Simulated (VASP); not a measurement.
Here is a VASP 6.6.1 calculation.

INCAR

```
SYSTEM = Cd
ALGO = Normal ; EDIFF = 1E-6
ENCUT = 500 ; GGA = PE
GGA_COMPAT = .FALSE. ; ISIF = 2
ISMEAR = 0 ; LASPH = .TRUE.
LCHARG = .FALSE. ; LREAL = .FALSE.
LWAVE = .FALSE. ; NBANDS = 19
NELM = 120 ; PREC = Accurate
SIGMA = 0.15
```

Contents of KPOINTS:

```
k-points
0
G
  18 18 8
  0 0 0
```

The input POSCAR:

```
Cd
1.0
    3.0533443208      0.0000000000      0.0000000000
   -1.5266721604      2.6442737483      0.0000000000
    0.0000000000      0.0000000000      5.7580912500
Cd
2
Direct
    0.3333333333      0.6666666667      0.2500000000
    0.6666666667      0.3333333333      0.7500000000
```

Potentials or basis: VASP PAW PBE potentials, release 64 (Cd).

Launch:

```console
$ cat potpaw_PBE.64/Cd/POTCAR > POTCAR
$ mpirun -np 1 vasp_std > vasp.out
```

(1) Predict the band gap on the k mesh.

(2) Estimate the pressure.

## Answers

(1) zero (bands 12 and 13 overlap by 4.12 eV).

(2) -0.5 GPa.

Caveat: the cell differs from its parent crystal (strain +0.025 along x and y, +0.025 along z).
